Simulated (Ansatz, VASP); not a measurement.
Two plane-wave programs on Ga3Sb2N

POSCAR

```
Ga3Sb2N
1.0
    4.0026803855      0.0000000000      0.0000000000
   -2.0013401927      3.4664228970      0.0000000000
    0.0000000000      0.0000000000      9.8785946267
N Sb Ga
1 2 3
Direct
    0.0000000000      0.0000000000     -0.0054967802
    0.3333333333      0.6666666667      0.3111629758
    0.6666666667      0.3333333333      0.6835211046
    0.3333333333      0.6666666667      0.0408827525
    0.6666666667      0.3333333333      0.4194690489
    0.0000000000      0.0000000000      0.8004608984
```

INCAR.step1

```
SYSTEM = Ga3Sb2N
PREC = Accurate
ENCUT = 520
ISMEAR = -1
SIGMA = 0.02
LREAL = .False.
LASPH = .True.
NELM = 60
NBANDS = 36
GGA = PE
ALGO = Normal
EDIFF = 1E-4
LWAVE = .True.
LCHARG = .False.
```

File INCAR.step2:

```
SYSTEM = Ga3Sb2N
PREC = Accurate
ENCUT = 520
EDIFF = 1E-6
ISMEAR = -1
SIGMA = 0.02
LREAL = .False.
LASPH = .True.
NELM = 60
ALGO = Normal
ISIF = 2
LWAVE = .False.
LCHARG = .True.
METAGGA = R2SCAN
LMIXTAU = .True.
LELF = .True.
LVHAR = .True.
NBANDS = 36
ISTART = 1
```

KPOINTS

```
regular mesh
0
Gamma
  12 12 4
  0 0 0
```

Input for Ansatz:

```yaml
crystal:
  lattice:
    - [4.0026803855, 0.0, 0.0]
    - [-2.0013401927, 3.466422897, 0.0]
    - [0.0, 0.0, 9.8785946267]
  atoms:
    - { symbol: "N", position: [0.0, 0.0, -0.0054967802] }
    - { symbol: Sb, position: [0.3333333333, 0.6666666667, 0.3111629758] }
    - { symbol: Sb, position: [0.6666666667, 0.3333333333, 0.6835211046] }
    - { symbol: Ga, position: [0.3333333333, 0.6666666667, 0.0408827525] }
    - { symbol: Ga, position: [0.6666666667, 0.3333333333, 0.4194690489] }
    - { symbol: Ga, position: [0.0, 0.0, 0.8004608984] }
kpoints:
  mp_grid: { grid: [12, 12, 4] }
  band_path:
    path:
      - [0.0, 0.0, 0.0]
      - [0.5, 0.0, 0.0]
      - [0.3333333333, 0.3333333333, 0.0]
      - [0.0, 0.0, 0.5]
      - [0.5, 0.0, 0.5]
      - [0.3333333333, 0.3333333333, 0.5]
      - [0.1, 0.1, 0.0]
    npoints: 1
hamiltonian:
  xc: r2scan
scf:
  occupations: { method: fermi_dirac, width: 0.02 }
  n_extra_bands: 5
output:
  forces: true
  stress: true
  eigenvalues: true
  write_density: true
  write_potential: true
  elf: true
  volumetric_format: npy
```

Alike in both runs: task single point; functional r2SCAN; k mesh 12 × 12 × 4; occupations fermi-dirac, width 0.02 eV; no spin polarisation.

|  | VASP | Ansatz |
| --- | --- | --- |
| version | VASP 6.6.1 | Ansatz 0.2.0 |
| potentials or method | VASP PAW PBE potentials, release 64 (N, Sb, Ga_d) | plane waves, PAW |
| plane-wave cutoff (eV) | 520 | 500 |
| valence electrons in the cell | 54 | 74 |

```tsv
	VASP	Ansatz	Ansatz less VASP
pressure (GPa)	0.2	0.1	-0.18
traceless stress, the component that is largest in VASP (GPa)	0.24	0.11	-0.130
rms of the force components (eV/Å)	0.026	0.023	-0.0033
```

VASP's potentials were made for PBE, not for r2SCAN. Atom by atom the forces differ by 0.025 eV/Å (rms over components). VASP's potentials hold 54 valence electrons a cell and Ansatz's 74, so a difference there can come from the potentials and not from the codes.

Spin-orbit coupling is off throughout.
